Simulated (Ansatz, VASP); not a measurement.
One calculation of MoS2, two programs

```
Mo S
1.0
     1.59653    0.92176    6.07723
    -1.59653    0.92176    6.07723
     0.00000   -1.84351    6.07723
Mo S
1 2
Cartesian
  0.0000 0.0000 0.0000
  0.0000 0.0000 4.5110
  0.0000 0.0000 13.7207
```

Alike in both runs: task single point; functional PBE; k mesh 10 × 10 × 10; occupations fermi-dirac, width 0.02 eV; no spin polarisation.

```csv
,VASP,Ansatz
version,VASP 6.6.1,Ansatz 0.2.0
potentials or method,"VASP PAW PBE potentials, release 64 (Mo_sv, S)","plane waves, PAW"
plane-wave cutoff (eV),520,420
valence electrons in the cell,26,26
```

```tsv
	VASP	Ansatz	Ansatz less VASP
pressure (GPa)	2.1	2.2	+0.11
traceless stress, the component that is largest in VASP (GPa)	1.68	1.68	+0.001
rms of the force components (eV/Å)	0.073	0.077	+0.0042
```

Atom by atom the forces differ by 0.004 eV/Å (rms over components). The functional is the same, so the differences come from potentials, cutoffs and numerics.
